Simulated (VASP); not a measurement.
Runs of VASP 6.6.1 on HfC. The structure is that of space group Fm-3m (No. 225), or close to it. The cells are those of the table. 

```csv
cell,gap on the mesh (eV),pressure (GPa)
"a = 3.239 Å, angles 60.0°, 2 atoms",none,11.4
"a = 3.214, b = 3.214, c = 3.189 Å, angles 60.3, 60.3, 59.5°, 2 atoms",none,(b)
"a = 3.189 Å, angles 60.0°, 2 atoms",none,(a)
"a = 3.290, b = 3.290, c = 3.189 Å, angles 61.0, 61.0, 58.0°, 2 atoms",none,9.3
"a = 3.387 Å, angles 60.0°, 2 atoms",none,-18.1
```

Alike in all rows: task single point; level PBE; potentials or basis VASP PAW PBE potentials, release 64 (Hf_pv, C); no spin polarisation; k mesh 18 × 18 × 18; cutoff (eV) 520; smearing gaussian 0.15 eV.

**Question.** Estimate the missing entries.

**Answer.** (a) 25.7; (b) 20.8.

Caveats: spin-orbit coupling is left out, which moves the levels of the heavy elements.

A k mesh can miss the band edges, and the runs leave out spin-orbit coupling on Hf.

A gap of «none» marks levels without a gap at the run's occupations.
